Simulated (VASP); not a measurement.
Here is a VASP 6.6.1 calculation.

POSCAR

```
Ir
1.0
    0.0000000000      1.9233747004      1.9233747004
    1.9233747004      0.0000000000      1.9233747004
    1.9233747004      1.9233747004      0.0000000000
Ir
1
Direct
    0.0000000000      0.0000000000      0.0000000000
```

INCAR.step1

```
ALGO = Normal
EDIFF = 1E-5
ENCUT = 550
GGA = PE
GGA_COMPAT = F
ISMEAR = -1
LASPH = T
LCHARG = F
LREAL = F
LWAVE = T
NBANDS = 10
NELM = 120
PREC = Accurate
SIGMA = 0.15
```

INCAR.step2

```
ALGO = Normal
EDIFF = 1E-6
ENCUT = 550
GGA_COMPAT = F
ISIF = 2
ISMEAR = -1
ISTART = 1
LASPH = T
LCHARG = F
LMIXTAU = T
LREAL = F
LWAVE = F
METAGGA = R2SCAN
NBANDS = 10
NELM = 120
PREC = Accurate
SIGMA = 0.15
```

KPOINTS

```
k-points
0
Gamma
  18 18 18
```

Potentials or basis: VASP PAW PBE potentials, release 64 (Ir).

Run with:

```bash
$ cat potpaw_PBE.64/Ir/POTCAR > POTCAR
$ cp INCAR.step1 INCAR
$ mpirun -np 1 vasp_std > vasp.out
$ cp INCAR.step2 INCAR
$ mpirun -np 1 vasp_std > vasp.out
```

(1) Estimate the band gap on the k mesh.

(2) Estimate the pressure.

Answers

(1) zero (an odd number of electrons rules out a gap without spin polarisation).

(2) 2.3 GPa.

Caveat: the PAW data sets were made with another functional, which shifts forces and pressure a little; spin-orbit coupling is left out, which moves the levels of the heavy elements.
